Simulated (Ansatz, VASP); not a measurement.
# AgCl in VASP and in Ansatz

```
CELL_PARAMETERS angstrom
0.00000 2.71769 2.77315
2.71769 0.00000 2.77315
2.71769 2.71769 0.00000
ATOMIC_POSITIONS crystal
Ag 0.50000 0.50000 0.50000
Cl 0.00000 0.00000 0.00000
```

Change from the starting cell: equal xx and yy strain of -2 %, crystal datasets.

Alike in both runs: task electric field gradients; functional PBE; k mesh 8 × 8 × 8; occupations fermi-dirac, width 0.02 eV; no spin polarisation.

|  | VASP | Ansatz |
| --- | --- | --- |
| version | VASP 6.6.1 | Ansatz 0.2.0 |
| potentials or method | VASP PAW PBE potentials, release 64 (Ag, Cl), cutoff 400 eV | all-electron PAW with datasets made for the crystal, scalar-relativistic |

Ansatz gave:

```
gap on the k mesh at the Fermi level (eV)                     : 0.84
pressure (GPa)                                                : 3.9
traceless stress, the component that is largest in VASP (GPa) : -0.52
size of Vzz on the site where it differs most (V/Å²)          : 10.7
```

Q: Estimate VASP's values.

A: gap on the k mesh at the Fermi level (eV): 0.84; pressure (GPa): 3.6; traceless stress, the component that is largest in VASP (GPa): -0.51; size of Vzz on the site where it differs most (V/Å²): 12.5.

Ansatz ran all-electron here, and VASP with PAW potentials.
